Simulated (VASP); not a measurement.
# Al4Co3Ni (I4/mmm) in VASP: a series of runs

The runs below take Al4Co3Ni through single point, with PBE.

Everything below comes from runs of VASP 6.6.1. Logs are shortened: lines on timing, memory, paths and dates and some standing lists are left out, and cuts for length are marked.

## (1) The cell of the first run

The typed cell holds 8 atoms: a = 5.060 Å, b = 5.060 Å, c = 5.060 Å, α = 109.48°, β = 109.48°, γ = 109.45°.

## (2) Single point, PBE, collinear spin, ferromagnetic start (12.47 Å³/atom)

INCAR reads:

```
ALGO = Normal
EDIFF = 1E-7
ENCUT = 520
GGA = PE
ISIF = 2
ISMEAR = 0
ISPIN = 2
KPAR = 4
LASPH = True
LCHARG = False
LMAXMIX = 4
LORBIT = 11
LREAL = False
LWAVE = False
MAGMOM = 0 0 0 0 0.35 0.35 0.35 0.12
NBANDS = 38
NELM = 150
PREC = Accurate
SIGMA = 0.1
```

KPOINTS reads:

```
k-points
0
Gamma
  10 10 10
```

POSCAR reads:

```
Al4Co3Ni
1.0
   -2.9212386635      2.9212386635      2.9224462111
    2.9212386635     -2.9212386635      2.9224462111
    2.9212386635      2.9212386635     -2.9224462111
Al Co Ni
4 3 1
Direct
    0.0000000000      0.5000000000      0.0000000000
    0.5000000000      0.0000000000      0.0000000000
    0.5000000000      0.5000000000      0.5000000000
    0.0000000000      0.0000000000      0.5000000000
    0.5000000000      0.0000000000      0.5000000000
    0.0000000000      0.5000000000      0.5000000000
    0.5000000000      0.5000000000      0.0000000000
    0.0000000000      0.0000000000      0.0000000000
```

Potentials or basis: VASP PAW PBE potentials, release 64 (Al, Co, Ni).

On the command line:

```bash
> cat potpaw_PBE.64/Al/POTCAR potpaw_PBE.64/Co/POTCAR potpaw_PBE.64/Ni/POTCAR > POTCAR
> mpirun -np 4 vasp_std > vasp.out
```

OUTCAR:

```text
EDIFF = 1E-7
   ENCUT = 520
   GGA = PE
   ISIF = 2
   ISMEAR = 0
   ISPIN = 2
   LASPH = True
   LORBIT = 11
   LREAL = False
   NELM = 150
   PREC = Accurate

 ion  position               nearest neighbor table
   1  0.000  0.500  0.000-   5 2.53   6 2.53   7 2.53   8 2.53   6 2.53   8 2.53   7 2.53   5 2.53
                             4 2.92   3 2.92   3 2.92   4 2.92   2 2.92   2 2.92
   2  0.500  0.000  0.000-   5 2.53   6 2.53   7 2.53   8 2.53   5 2.53   7 2.53   8 2.53   6 2.53
                             3 2.92   3 2.92   4 2.92   4 2.92   1 2.92   1 2.92
   3  0.500  0.500  0.500-   5 2.53   6 2.53   7 2.53   8 2.53   7 2.53   5 2.53   6 2.53   8 2.53
                             2 2.92   1 2.92   1 2.92   2 2.92   4 2.92   4 2.92
   4  0.000  0.000  0.500-   5 2.53   6 2.53   7 2.53   8 2.53   8 2.53   6 2.53   5 2.53   7 2.53
                             1 2.92   1 2.92   2 2.92   2 2.92   3 2.92   3 2.92
   5  0.500  0.000  0.500-   1 2.53   2 2.53   3 2.53   4 2.53   2 2.53   3 2.53   4 2.53   1 2.53
                             7 2.92   7 2.92   8 2.92   8 2.92   6 2.92   6 2.92
   6  0.000  0.500  0.500-   1 2.53   2 2.53   3 2.53   4 2.53   1 2.53   4 2.53   3 2.53   2 2.53
                             8 2.92   7 2.92   7 2.92   8 2.92   5 2.92   5 2.92
   7  0.500  0.500  0.000-   1 2.53   2 2.53   3 2.53   4 2.53   3 2.53   2 2.53   1 2.53   4 2.53
                             5 2.92   5 2.92   6 2.92   6 2.92   8 2.92   8 2.92
   8  0.000  0.000  0.000-   1 2.53   2 2.53   3 2.53   4 2.53   4 2.53   1 2.53   2 2.53   3 2.53
                             6 2.92   5 2.92   5 2.92   6 2.92   7 2.92   7 2.92

  LATTYP: Found a body centered tetragonal cell.
 ALAT       =     5.8424773270
 C/A-ratio  =     1.0004133683

  Lattice vectors:

 A1 = (  -2.9212386635,   2.9212386635,   2.9224462111)
 A2 = (   2.9212386635,  -2.9212386635,   2.9224462111)
 A3 = (   2.9212386635,   2.9212386635,  -2.9224462111)

Analysis of symmetry for initial positions (statically):
=====================================================================
 Subroutine PRICEL returns:
 Original cell was already a primitive cell.

 Routine SETGRP: Setting up the symmetry group for a
 body centered tetragonal supercell.

 Subroutine GETGRP returns: Found 16 space group operations
 (whereof 16 operations were pure point group operations)
 out of a pool of 16 trial point group operations.

The static configuration has the point symmetry D_4h.

Analysis of symmetry for dynamics (positions and initial velocities):
=====================================================================
 Subroutine PRICEL returns:
 Original cell was already a primitive cell.

 Routine SETGRP: Setting up the symmetry group for a
 body centered tetragonal supercell.

 Subroutine GETGRP returns: Found 16 space group operations
[... 179 lines left out ...]

 val. band max:        9.5256351693   @ k =  -0.4000   0.4000   0.2000
 cond. band min:       9.5320554614   @ k =   0.5000   0.5000   0.0000
 fundamental gap:      0.0064202921
 Fermi energy:         9.5312844143

 spin component 1

 k-point     1 :       0.0000    0.0000    0.0000
  band No.  band energies     occupation
      1      -1.0558      1.00000
      2       4.5662      1.00000
      3       4.5662      1.00000
      4       4.5686      1.00000
      5       6.4588      1.00000
      6       6.4598      1.00000
[... 925 lines left out ...]
     35      15.5528      0.00000
     36      15.6863      0.00000

 [... further k-points ...]

 spin component 2

 k-point     1 :       0.0000    0.0000    0.0000
  band No.  band energies     occupation
      1      -1.0777      1.00000
      2       4.6089      1.00000
      3       4.6089      1.00000
      4       4.6113      1.00000
      5       6.6669      1.00000
      6       6.6673      1.00000
[... 925 lines left out ...]
     35      15.5734      0.00000
     36      15.7193      0.00000

 [... further k-points ...]

 [bands above 36 left out]

------------------------ aborting loop because EDIFF is reached ----------------------------------------

  FORCE on cell =-STRESS in cart. coord.  units (eV):
  Direction    XX          YY          ZZ          XY          YZ          ZX
  --------------------------------------------------------------------------------------
  -------------------------------------------------------------------------------------
  Total       -5.4337791     -5.4337791     -5.4480317      0.0000000      0.0000000      0.0000000
  in kB      -87.2714038    -87.2714038    -87.5003133      0.0000000      0.0000000      0.0000000
  external PRESSURE =     -87.3477070 kB  Pullay stress =       0.0000000 kB

 VOLUME and BASIS-vectors are now :
 -----------------------------------------------------------------------------
  energy-cutoff  :      520.00
  volume of cell :       99.76
      direct lattice vectors                 reciprocal lattice vectors
    -2.921238664  2.921238664  2.922446211     0.000000000  0.171160271  0.171089548
     2.921238664 -2.921238664  2.922446211     0.171160271  0.000000000  0.171089548
     2.921238664  2.921238664 -2.922446211     0.171160271  0.171160271  0.000000000

 POSITION                                       TOTAL-FORCE (eV/Angst)
 -----------------------------------------------------------------------------------
      1.46062     -1.46062      1.46122         0.000000      0.000000     -0.000000
     -1.46062      1.46062      1.46122         0.000000     -0.000000      0.000000
      1.46062      1.46062      1.46122        -0.000000     -0.000000     -0.000000
      1.46062      1.46062     -1.46122         0.000000      0.000000      0.000000
      0.00000      2.92124      0.00000        -0.000000      0.000000     -0.000000
      2.92124      0.00000      0.00000        -0.000000      0.000000     -0.000000
      0.00000      0.00000      2.92245         0.000000      0.000000      0.000000
      0.00000      0.00000      0.00000         0.000000      0.000000     -0.000000
 -----------------------------------------------------------------------------------
    total drift:                               -0.000000     -0.000000      0.000000

  FREE ENERGIE OF THE ION-ELECTRON SYSTEM (eV)
  ---------------------------------------------------
  free  energy   TOTEN  =       -46.2488237569 eV

  energy  without entropy=      -46.2265973758  energy(sigma->0) =      -46.23771057

 total charge

# of ion       s       p       d       tot
------------------------------------------
    1        0.385   0.397   0.000   0.783
    2        0.385   0.397   0.000   0.783
    3        0.385   0.397   0.000   0.783
    4        0.385   0.397   0.000   0.783
    5        0.411   0.444   7.465   8.320
    6        0.411   0.444   7.465   8.320
    7        0.411   0.444   7.465   8.320
    8        0.458   0.483   8.437   9.378
--------------------------------------------------
tot          3.231   3.406  30.832  37.469

 magnetization (x)

# of ion       s       p       d       tot
------------------------------------------
    1       -0.002  -0.003   0.000  -0.005
    2       -0.002  -0.003   0.000  -0.005
    3       -0.002  -0.003   0.000  -0.005
    4       -0.002  -0.003   0.000  -0.005
    5        0.005  -0.005   0.390   0.390
    6        0.005  -0.005   0.390   0.390
    7        0.005  -0.005   0.386   0.387
    8        0.003  -0.007   0.121   0.117
--------------------------------------------------
tot          0.011  -0.033   1.287   1.264
```

stdout:

```text
POSCAR found type information on POSCAR AlCoNi
 POSCAR found :  3 types and       8 ions
 scaLAPACK will be used
 LDA part: xc-table for (Slater+PW92), standard interpolation
 POSCAR, INCAR and KPOINTS ok, starting setup
 FFT: planning ... GRIDC
 FFT: planning ... GRID_SOFT
 FFT: planning ... GRID
 WAVECAR not read
 entering main loop
```

Wall time 9.8 min (4 MPI ranks of Oxide Virtual Turin-like, shared host); peak memory 0.69 GiB.

Results:

* Free energy: -46.2488 eV
* Pressure: -8.7 GPa
* Net moment: 1.15 μB per cell
* Site moments: Al -0.01; Co +0.39; Ni +0.12 μB
* Valence electrons inside the program's atomic spheres: Al 0.78; Co 8.32; Ni 9.38

Levels at points of the mesh, in eV from the Fermi level:
Spin up:
| k point | band 23 | band 24 | band 25 | band 26 | band 27 | band 28 |
| --- | --- | --- | --- | --- | --- | --- |
| (0.00, 0.00, 0.00) | -0.91 | -0.91 | -0.69 | -0.69 | -0.50 | 1.85 |
| (0.50, 0.00, 0.00) | -0.72 | -0.65 | -0.28 | 0.01 | 1.28 | 1.42 |
| (0.50, 0.50, 0.00) | -0.72 | -0.65 | -0.28 | 0.00 | 1.28 | 1.42 |
| (0.50, 0.50, 0.50) | -0.67 | -0.25 | -0.24 | -0.07 | 2.35 | 2.35 |
Spin down:
```tsv
k point	band 22	band 23	band 24	band 25	band 26	band 27
(0.00, 0.00, 0.00)	-0.68	-0.68	-0.68	-0.21	-0.21	0.24
(0.50, 0.00, 0.00)	-0.85	-0.56	-0.49	0.11	0.59	1.50
(0.50, 0.50, 0.00)	-0.85	-0.56	-0.49	0.11	0.59	1.50
(0.50, 0.50, 0.50)	-0.22	-0.22	0.43	0.43	0.48	2.34
```

Caveat: the cell stands under tension.

## (3) Single point, PBE, collinear spin, ferromagnetic start (11.41 Å³/atom)

This run uses another cell than the first one, of 11.41 Å³/atom.

INCAR reads:

```
SYSTEM = Al4Co3Ni
ALGO = Normal ; EDIFF = 1E-6
ENCUT = 520 ; GGA = PE
ISIF = 2 ; ISMEAR = 0
ISPIN = 2 ; LASPH = .TRUE.
LCHARG = .TRUE. ; LELF = .TRUE.
LMAXMIX = 4 ; LORBIT = 11
LREAL = .FALSE. ; LVHAR = .TRUE.
LWAVE = .FALSE. ; MAGMOM = 0 0 0 0 0.35 0.35 0.35 0.12
NBANDS = 38 ; NELM = 150
PREC = Accurate ; SIGMA = 0.1
```

KPOINTS reads:

```
k-points
0
G
  10 10 10
  0 0 0
```

POSCAR, as its differences from that of step 2:

```diff
@@ -2,5 +2,5 @@
 1.0
-   -2.9212386635      2.9212386635      2.9224462111
-    2.9212386635     -2.9212386635      2.9224462111
-    2.9212386635      2.9212386635     -2.9224462111
+   -2.8361051578      2.8361051578      2.8372775140
+    2.8361051578     -2.8361051578      2.8372775140
+    2.8361051578      2.8361051578     -2.8372775140
 Al Co Ni
```

Potentials or basis: VASP PAW PBE potentials, release 64 (Al, Co, Ni).

On the command line:

```bash
> cat potpaw_PBE.64/Al/POTCAR potpaw_PBE.64/Co/POTCAR potpaw_PBE.64/Ni/POTCAR > POTCAR
> mpirun -np 1 vasp_std > vasp.out
```

It took 39 min on 1 thread of Oxide Virtual Turin-like, shared host; peak memory 0.63 GiB.

The run converged. Its results:

| Item | Value |
| --- | --- |
| Free energy | -46.3654 eV |
| Pressure | 5.4 GPa |
| Net moment | 0.84 μB per cell |
| Site moments | Al -0.00; Co +0.28, +0.27 (each value once); Ni +0.09 μB |
| Valence electrons inside the program's atomic spheres | Al 0.83; Co 8.48; Ni 9.53 |

Levels at points of the mesh, in eV from the Fermi level:
Spin up:
```csv
k point,band 21,band 22,band 23,band 24,band 25,band 26,band 27,band 28,band 29,band 30
"(0.00, 0.00, 0.00)",-1.56,-1.03,-1.03,-1.02,-0.70,-0.70,-0.48,2.09,2.23,2.23
"(0.50, 0.00, 0.00)",-1.34,-1.23,-0.83,-0.75,-0.24,0.09,1.40,1.57,3.15,3.40
"(0.50, 0.50, 0.00)",-1.35,-1.23,-0.83,-0.75,-0.24,0.08,1.40,1.57,3.16,3.41
"(0.50, 0.50, 0.50)",-0.94,-0.67,-0.67,-0.18,-0.18,0.03,2.30,2.30,2.30,4.24
```
Spin down:
```
           k point  band 20  band 21  band 22  band 23  band 24  band 25  band 26  band 27  band 28  band 29
(0.00, 0.00, 0.00)    -1.40    -1.40    -0.87    -0.87    -0.87    -0.37    -0.37     0.08     2.28     2.43
(0.50, 0.00, 0.00)    -1.44    -1.19    -1.07    -0.72    -0.64     0.02     0.52     1.56     1.78     3.22
(0.50, 0.50, 0.00)    -1.44    -1.19    -1.07    -0.72    -0.64     0.02     0.52     1.56     1.78     3.22
(0.50, 0.50, 0.50)    -0.78    -0.78    -0.36    -0.36     0.32     0.32     0.40     2.29     2.29     2.29
```

Caveat: the cell stands under pressure.
